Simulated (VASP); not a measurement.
PtSe2:

```
Pt Se
1.0
     0.00000    3.13090    3.13090
     3.13090    0.00000    3.13090
     3.13090    3.13090    0.00000
Pt Se
1 2
Direct
  0.00000 0.00000 0.00000
  0.25000 0.25000 0.25000
  0.75000 0.75000 0.75000
```

Base run:

```yaml
Program: VASP 6.6.1
Functional: r2SCAN
Potentials_or_basis: VASP PAW PBE potentials, release 64 (Pt, Se)
Cutoff: 520 eV
k_mesh: 8 × 8 × 8
Occupations: fermi-dirac, width 0.02 eV
Spin: no spin polarisation
```

Its results: band gap on the k mesh zero (bands 11 and 12 overlap by 0.42 eV); pressure -0.1 GPa.

**Question.** The run is repeated on the same cell with these changes: functional from r2SCAN to PBE. What comes out?

**Answer.** Band gap on the k mesh zero (bands 11 and 12 overlap by 0.46 eV); pressure 1.4 GPa.

Caveats: spin-orbit coupling is left out, which moves the levels of the heavy elements; the PAW data sets were made with another functional, which shifts forces and pressure a little (at least some runs).
